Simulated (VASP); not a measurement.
# GaAs in VASP: a series of runs, part 2 of 2

VASP 6.6.1. The steps go on from the part before.

### 3 Single point, r2SCAN (strain -0.050 along x and y, -0.025 along z)

Contents of POSCAR:

```
GaAs
1.0
    0.0000000000      2.6915434710      2.7623735624
    2.6915434710      0.0000000000      2.7623735624
    2.6915434710      2.6915434710      0.0000000000
Ga As
1 1
Direct
    0.0000000000      0.0000000000      0.0000000000
    0.7500000000      0.7500000000      0.7500000000
```

Contents of INCAR.step1:

```
PREC = Accurate ; ENCUT = 520
ISMEAR = 0 ; SIGMA = 0.05
LREAL = F ; LASPH = T
NELM = 80 ; NBANDS = 16
GGA = PE ; ALGO = Normal
EDIFF = 1E-4 ; LWAVE = T
LCHARG = F
```

Contents of INCAR.step2:

```
PREC = Accurate ; ENCUT = 520
EDIFF = 1E-6 ; ISMEAR = 0
SIGMA = 0.05 ; LREAL = F
LASPH = T ; NELM = 80
ALGO = Normal ; ISIF = 2
LWAVE = F ; LCHARG = F
METAGGA = R2SCAN ; LMIXTAU = T
NBANDS = 16 ; ISTART = 1
```

Contents of KPOINTS:

```
Automatic mesh
0
Gamma
  8 8 8
```

Potentials or basis: VASP PAW PBE potentials, release 64 (Ga_d, As).

Run with:

```
$ cat potpaw_PBE.64/Ga_d/POTCAR potpaw_PBE.64/As/POTCAR > POTCAR
$ cp INCAR.step1 INCAR
$ mpirun -np 1 vasp_std > vasp.out
$ cp INCAR.step2 INCAR
$ mpirun -np 1 vasp_std > vasp.out
```

OUTCAR:

```text
PREC = Accurate
   ENCUT = 520
   EDIFF = 1E-6
   ISMEAR = 0
   LREAL = F
   LASPH = T
   NELM = 80
   ISIF = 2
   METAGGA = R2SCAN
   ISTART = 1

 ion  position               nearest neighbor table
   1  0.000  0.000  0.000-   2 2.35   2 2.35   2 2.35   2 2.35
   2  0.750  0.750  0.750-   1 2.35   1 2.35   1 2.35   1 2.35

  LATTYP: Found a body centered tetragonal cell.
 ALAT       =     3.8064172804
 C/A-ratio  =     1.4514297088

  Lattice vectors:

 A1 = (  -2.6915434710,   0.0000000000,   2.7623735624)
 A2 = (   2.6915434710,   0.0000000000,   2.7623735624)
 A3 = (   0.0000000000,   2.6915434710,  -2.7623735624)

Analysis of symmetry for initial positions (statically):
=====================================================================
 Subroutine PRICEL returns:
 Original cell was already a primitive cell.

 Routine SETGRP: Setting up the symmetry group for a
 body centered tetragonal supercell.

 Subroutine GETGRP returns: Found  8 space group operations
 (whereof  8 operations were pure point group operations)
 out of a pool of 16 trial point group operations.

The static configuration has the point symmetry D_2d.

Analysis of symmetry for dynamics (positions and initial velocities):
=====================================================================
 Subroutine PRICEL returns:
 Original cell was already a primitive cell.

 Routine SETGRP: Setting up the symmetry group for a
 body centered tetragonal supercell.

 Subroutine GETGRP returns: Found  8 space group operations
 (whereof  8 operations were pure point group operations)
 out of a pool of 16 trial point group operations.

The dynamic configuration has the point symmetry D_2d.

 Subroutine INISYM returns: Found  8 space group operations
 (whereof  8 operations are pure point group operations),
 and found     1 'primitive' translations

----------------------------------------------------------------------------------------

                                     Primitive cell

  volume of cell :      40.0235

  direct lattice vectors                    reciprocal lattice vectors
     0.000000000  2.691543471  2.762373562    -0.185767016  0.185767016  0.181003760
     2.691543471  0.000000000  2.762373562     0.185767016 -0.185767016  0.181003760
     2.691543471  2.691543471  0.000000000     0.185767016  0.185767016 -0.181003760

  length of vectors
     3.856826928  3.856826928  3.806417280     0.319031550  0.319031550  0.319031550

  position of ions in fractional coordinates (direct lattice)
     0.000000000  0.000000000  0.000000000
     0.750000000  0.750000000  0.750000000

  ion indices of the primitive-cell ions
   primitive index   ion index
                 1           1
                 2           2

----------------------------------------------------------------------------------------

 KPOINTS: Automatic mesh

Automatic generation of k-mesh.
 Grid dimensions read from file:
 generate k-points for:    8    8    8

 Generating k-lattice:

  Cartesian coordinates                     Fractional coordinates (reciprocal lattice)
    -0.023220877  0.023220877  0.022625470     0.125000000  0.000000000  0.000000000
     0.023220877 -0.023220877  0.022625470     0.000000000  0.125000000  0.000000000
     0.023220877  0.023220877 -0.022625470     0.000000000  0.000000000  0.125000000

  Length of vectors
     0.039878944  0.039878944  0.039878944

  Shift w.r.t. Gamma in fractional coordinates (k-lattice)
     0.000000000  0.000000000  0.000000000

 Subroutine IBZKPT returns following result:
 ===========================================

 Found     59 irreducible k-points:

 Following reciprocal coordinates:
            Coordinates               Weight
  0.000000  0.000000  0.000000      1.000000
  0.125000  0.000000  0.000000      8.000000
  0.250000  0.000000  0.000000      8.000000
  0.375000  0.000000  0.000000      8.000000
  0.500000  0.000000  0.000000      4.000000
  0.125000  0.125000  0.000000      2.000000
[... 16 lines left out ...]
  0.250000  0.000000  0.125000     16.000000
  0.375000  0.000000  0.125000     16.000000
 [... further k-points ...]
   k-points           NKPTS =     59   k-points in BZ     NKDIM =     59   number of bands    NBANDS=     16
   number of dos      NEDOS =    301   number of ions     NIONS =      2
   total plane-waves  NPLWV =  25200
   dimension x,y,z NGX =    30 NGY =   30 NGZ =   28
   dimension x,y,z NGXF=    60 NGYF=   60 NGZF=   56
   ions per type =               1   1
   NGX,Y,Z   is equivalent  to a cutoff of  12.93, 12.93, 12.23 a.u.
   NGXF,Y,Z  is equivalent  to a cutoff of  25.86, 25.86, 24.46 a.u.
 SYSTEM =  unknown system
   PREC   = accura    normal or accurate (medium, high low for compatibility)
   ISTART =      1    job   : 0-new  1-cont  2-samecut
   ICHARG =      0    charge: 1-file 2-atom 10-const
   ISPIN  =      1    spin polarized calculation?
   LNONCOLLINEAR =      F non collinear calculations
   LSORBIT =      F    spin-orbit coupling
   LASPH  =      T    aspherical Exc in radial PAW
   ENCUT  =  520.0 eV  38.22 Ry    6.18 a.u.   7.17  7.17  7.08*2*pi/ulx,y,z
   NELM   =     80;   NELMIN=  2; NELMDL=  0     # of ELM steps
   EDIFF  = 0.1E-05   stopping-criterion for ELM
   LREAL  =      F    real-space projection
   EDIFFG = 0.1E-04   stopping-criterion for IOM
   NSW    =      0    number of steps for IOM
   IBRION =     -1    ionic relax: 0-MD 1-quasi-New 2-CG
   NFREE  =      0    steps in history (QN), initial steepest desc. (CG)
   ISIF   =      2    stress and relaxation
   ISYM   =      2    0-nonsym 1-usesym 2-fastsym
   POTIM  = 0.5000    time-step for ionic-motion
   TEBEG  =    0.0;   TEEND  =   0.0 temperature during run
   PSTRESS=    0.0 pullay stress
   NELECT =      18.0000    total number of electrons
   NUPDOWN=      -1.0000    fix difference up-down
   EMIN   =  10.00;   EMAX   =-10.00  energy-range for DOS
   EFERMI =   0.00;   METHOD = LEGACY
   ISMEAR =     0;   SIGMA  =   0.05  broadening in eV -4-tet -1-fermi 0-gaus
   EFERMI_NEDOS =   21; number of points for ismear=-14 and -15
   IALGO  =     38    algorithm
   IMIX   =      4    mixing-type and parameters
     AMIX     =   0.40;   BMIX     =  1.00
     AMIX_MAG =   1.60;   BMIX_MAG =  1.00
  volume/ion in A,a.u.               =      20.01       135.05
  Fermi-wavevector in a.u.,A,eV,Ry     =   1.254278  2.370242 21.404879  1.573214
  Thomas-Fermi vector in A             =   2.388091
   LORBIT       =      0    0 simple, 1 ext, 2 COOP (PROOUT), +10 PAW based schemes
   METAGGA = R2SCAN    functional components
   LHFCALC =     F    Hartree Fock is set to
   AEXX    =    0.0000 exact exchange contribution
   IVDW    =     0    specifies the selected vdW correction
   LEPSILON=     F    determine dielectric tensor
   LRPA    =     F    only Hartree local field effects (RPA)
 non-spin polarized calculation
 Gauss-broadening in eV      SIGMA  =   0.05
  energy-cutoff  :      520.00
  volume of cell :       40.02
 maximum number of plane-waves:      1091
 NGX is ok and might be reduce to    30
   NGX = 15   NGY = 15   NGZ = 15

 number of electron      18.0000003 magnetization

 Free energy of the ion-electron system (eV)
  ---------------------------------------------------
  ext. energy  EPLUGINS =         0.00000000
  ---------------------------------------------------
  free energy    TOTEN  =       -26.85707847 eV

  energy without entropy =      -26.85707847  energy(sigma->0) =      -26.85707847

 E-fermi :   5.1821     XC(G=0): -10.8519

 val. band max:        4.9677449886   @ k =   0.0000   0.0000   0.0000
 cond. band min:       6.3505186227   @ k =   0.5000   0.0000   0.5000
 fundamental gap:      1.3827736341
 Fermi energy:         5.1821281365

 k-point     1 :       0.0000    0.0000    0.0000
  band No.  band energies     occupation
      1     -10.5998      2.00000
      2     -10.5931      2.00000
      3     -10.5929      2.00000
      4     -10.4689      2.00000
      5     -10.4672      2.00000
      6      -9.2774      2.00000
[... 8 lines left out ...]
     15      15.5251      0.00000
     16      16.1143      0.00000
[... 419 lines left out ...]
 k-point    24 :       0.3750    0.0000    0.1250
  band No.  band energies     occupation
      1     -10.7218      2.00000
      2     -10.5655      2.00000
      3     -10.5603      2.00000
      4     -10.4778      2.00000
      5     -10.4584      2.00000
      6      -7.6387      2.00000
[... 8 lines left out ...]
     15      16.3523      0.00000
     16      17.0381      0.00000

 [... further k-points ...]
[... 5 lines left out ...]
  --------------------------------------------------------------------------------------
  -------------------------------------------------------------------------------------
  Total        3.2897595      3.2897595      2.8273713      0.0000000     -0.0000000      0.0000000
  in kB      131.6920411    131.6920411    113.1822260      0.0000000     -0.0000000      0.0000000
  external PRESSURE =     125.5221027 kB  Pullay stress =       0.0000000 kB

 VOLUME and BASIS-vectors are now :
 -----------------------------------------------------------------------------
  energy-cutoff  :      520.00
  volume of cell :       40.02
      direct lattice vectors                 reciprocal lattice vectors
     0.000000000  2.691543471  2.762373562    -0.185767016  0.185767016  0.181003760
     2.691543471  0.000000000  2.762373562     0.185767016 -0.185767016  0.181003760
     2.691543471  2.691543471  0.000000000     0.185767016  0.185767016 -0.181003760

 POSITION                                       TOTAL-FORCE (eV/Angst)
 -----------------------------------------------------------------------------------
      0.00000      0.00000      0.00000        -0.000000     -0.000000      0.000000
      4.03732      4.03732      4.14356         0.000000      0.000000     -0.000000
 -----------------------------------------------------------------------------------
    total drift:                                0.000220      0.000220      0.000164

  FREE ENERGIE OF THE ION-ELECTRON SYSTEM (eV)
  ---------------------------------------------------
  free  energy   TOTEN  =       -26.8570784677 eV

  energy  without entropy=      -26.8570784677  energy(sigma->0) =      -26.85707847
```

Wall time 1.9 min (1 thread of Intel Xeon 6975P-C, shared host); peak memory 0.19 GiB.

Results:

```
Free energy            : -26.8571 eV
Pressure               : 12.6 GPa
Band gap on the k mesh : 1.38 eV, indirect (least direct gap 1.94 eV)
```

Caveat: the cell differs from its parent crystal (strain -0.050 along x and y, -0.025 along z); the PAW data sets were made with another functional, which shifts forces and pressure a little. A k mesh can miss the band edges.

### 4 Single point, r2SCAN (strain -0.050 along x and y, +0.000 along z)

Contents of POSCAR:

```
GaAs
1.0
    0.0000000000      2.6915434710      2.8332036537
    2.6915434710      0.0000000000      2.8332036537
    2.6915434710      2.6915434710      0.0000000000
Ga As
1 1
Direct
    0.0000000000      0.0000000000      0.0000000000
    0.7500000000      0.7500000000      0.7500000000
```

Contents of INCAR.step1:

```
ALGO = Normal ; EDIFF = 1E-4
ENCUT = 520 ; GGA = PE
ISMEAR = 0 ; LASPH = T
LCHARG = F ; LREAL = F
LWAVE = T ; NBANDS = 16
NELM = 80 ; PREC = Accurate
SIGMA = 0.05
```

Contents of INCAR.step2:

```
ALGO = Normal ; EDIFF = 1E-7
ENCUT = 520 ; ISIF = 2
ISMEAR = 0 ; ISTART = 1
LASPH = T ; LCHARG = F
LMIXTAU = T ; LREAL = F
LWAVE = F ; METAGGA = R2SCAN
NBANDS = 16 ; NELM = 80
PREC = Accurate ; SIGMA = 0.05
```

Contents of KPOINTS:

```
k-points
0
Gamma
  8 8 8
```

Run with:

```
$ cat potpaw_PBE.64/Ga_d/POTCAR potpaw_PBE.64/As/POTCAR > POTCAR
$ cp INCAR.step1 INCAR
$ mpirun -np 1 vasp_std > vasp.out
$ cp INCAR.step2 INCAR
$ mpirun -np 1 vasp_std > vasp.out
```

It took 2.4 min on 1 thread of Intel Xeon 6975P-C, shared host; peak memory 0.19 GiB.

Results (log left out):

```yaml
Free_energy: -26.9152 eV
Pressure: 9.5 GPa
Band_gap_on_the_k_mesh: 1.32 eV, indirect (least direct gap 1.65 eV)
```

Stress tensor (GPa, compression positive):
```
10.80  0.00  0.00
 0.00 10.80  0.00
 0.00  0.00  6.90
```

Levels at points of the mesh, in eV from the valence-band top:
```tsv
k point	band 6	band 7	band 8	band 9	band 10	band 11	band 12	band 13
(0.00, 0.00, 0.00)	-14.08	-0.36	0.00	0.00	1.65	3.90	3.90	4.05
(0.50, 0.00, 0.00)	-11.90	-7.52	-1.71	-1.21	1.48	4.76	5.09	8.31
(0.50, 0.50, 0.00)	-11.16	-7.84	-3.00	-3.00	1.72	2.13	11.55	11.55
(0.50, 0.00, 0.50)	-10.91	-7.48	-3.40	-3.36	1.32	1.59	11.21	11.49
```

Caveat: the cell differs from its parent crystal (strain -0.050 along x and y, +0.000 along z); the PAW data sets were made with another functional, which shifts forces and pressure a little.

### 5 The runs side by side

| cell | gap on the mesh (eV) | pressure (GPa) |
| --- | --- | --- |
| a = 4.207 Å, angles 60.0°, 2 atoms | none | -7.4 |
| a = 3.857, b = 3.857, c = 3.806 Å, angles 60.4, 60.4, 59.1°, 2 atoms | 1.38 | 12.6 |
| a = 3.908, b = 3.908, c = 3.806 Å, angles 60.9, 60.9, 58.3°, 2 atoms | 1.32 | 9.5 |

Alike in all rows: task single point; level r2SCAN; potentials or basis VASP PAW PBE potentials, release 64 (Ga_d, As); no spin polarisation; k mesh 8 × 8 × 8; cutoff (eV) 520; smearing gaussian 0.05 eV.

Caveats: the PAW data sets were made with another functional, which shifts forces and pressure a little.

Total energies depend on the potentials used, so only differences within one code and one set of settings carry meaning.
